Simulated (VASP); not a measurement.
Write the native input for VASP 6.6.1 that does the following.

```
Task                   : single point
Functional             : PBE
Potentials or basis    : VASP PAW PBE potentials, release 64 (Al, P)
Cutoff                 : 500 eV
k mesh                 : 8 × 6 × 8
Occupations            : gaussian, width 0.02 eV
Spin                   : no spin polarisation
Dipole correction      : no
Further INCAR settings : ALGO = Normal; EDIFF = 1e-06; NBANDS = 16
```

The structure of AlP (a) lies in POSCAR:

```
AlP
1.0
    3.8942774311      0.0000000000      0.0000000000
    0.0000000000      5.5073399588      0.0000000000
    0.0000000000      0.0000000000      3.8942774311
Al P
2 2
Direct
    0.0000000000      0.0000000000      0.0000000000
    0.5000000000      0.5000000000      0.5000000000
    0.0000000000      0.2500000000      0.5000000000
    0.5000000000      0.7500000000      0.0000000000
```

The input as run:

INCAR

```
SYSTEM = AlP
ALGO     = Normal         ! electronic algorithm
EDIFF    = 1E-6           ! SCF threshold, eV
ENCUT    = 500            ! plane-wave cutoff, eV
GGA      = PE             ! functional
GGA_COMPAT= .FALSE.      
ISIF     = 2              ! what is computed and relaxed
ISMEAR   = 0              ! smearing method
LASPH    = .TRUE.         ! aspherical terms in the spheres
LCHARG   = .TRUE.         ! write CHGCAR
LELF     = .TRUE.         ! ELF
LREAL    = .FALSE.        ! projectors in reciprocal space
LVHAR    = .TRUE.       
LWAVE    = .FALSE.        ! write WAVECAR
NBANDS   = 16             ! bands
NELM     = 120            ! most SCF steps
PREC     = Accurate       ! precision mode
SIGMA    = 0.02           ! smearing width, eV
```

KPOINTS

```
k-points
0
G
  8 6 8
  0 0 0
```

Potentials or basis: VASP PAW PBE potentials, release 64 (Al, P).

The run is started by

```sh
$ cat potpaw_PBE.64/Al/POTCAR potpaw_PBE.64/P/POTCAR > POTCAR
$ mpirun -np 1 vasp_std > vasp.out
```

It gave:

```yaml
Pressure: -0.1 GPa
Band_gap_on_the_k_mesh: 1.63 eV
```

Wall time 29 s on 1 thread of Intel(R) Xeon(R) 6975P-C (Granite Rapids), on a shared host, peak memory 0.21 GiB.
